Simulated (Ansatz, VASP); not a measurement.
# TiO2 in VASP and in Ansatz

```
CELL_PARAMETERS angstrom
2.65533 -2.65540 -0.01981
2.65533 2.65540 -0.01981
-2.61931 0.00000 4.82995
ATOMIC_POSITIONS crystal
Ti 0.12501 0.87499 0.25000
Ti 0.87499 0.12501 0.75000
O 0.34556 0.09558 0.69113
O 0.65444 0.90442 0.30887
O 0.90442 0.65444 0.80887
O 0.09558 0.34556 0.19113
```

Alike in both runs: task single point; functional PBE; k mesh 6 × 6 × 6; occupations gaussian, width 0.05 eV; no spin polarisation; Hubbard terms Ti d U = 4.0 eV.

|  | VASP | Ansatz |
| --- | --- | --- |
| version | VASP 6.6.1 | Ansatz 0.2.0 |
| potentials or method | VASP PAW PBE potentials, release 64 (Ti_sv, O), cutoff 520 eV | scalar-relativistic, plane waves, PAW |
| valence electrons in the cell | 48 | 48 |

VASP gave:

```
gap on the k mesh at the Fermi level (eV)                     : 2.24
least direct gap on the mesh (eV)                             : 2.95
pressure (GPa)                                                : 10.9
traceless stress, the component that is largest in VASP (GPa) : -17.06
rms of the force components (eV/Å)                            : 0.664
```

Question: Which values does Ansatz return?

Answer: gap on the k mesh at the Fermi level (eV): 2.16; least direct gap on the mesh (eV): 2.86; pressure (GPa): 6.2; traceless stress, the component that is largest in VASP (GPa): -14.67; rms of the force components (eV/Å): 0.702.

The programs project onto different local orbitals, so the same U acts differently, and such runs can settle in different states. Atom by atom the forces differ by 0.038 eV/Å (rms over components).
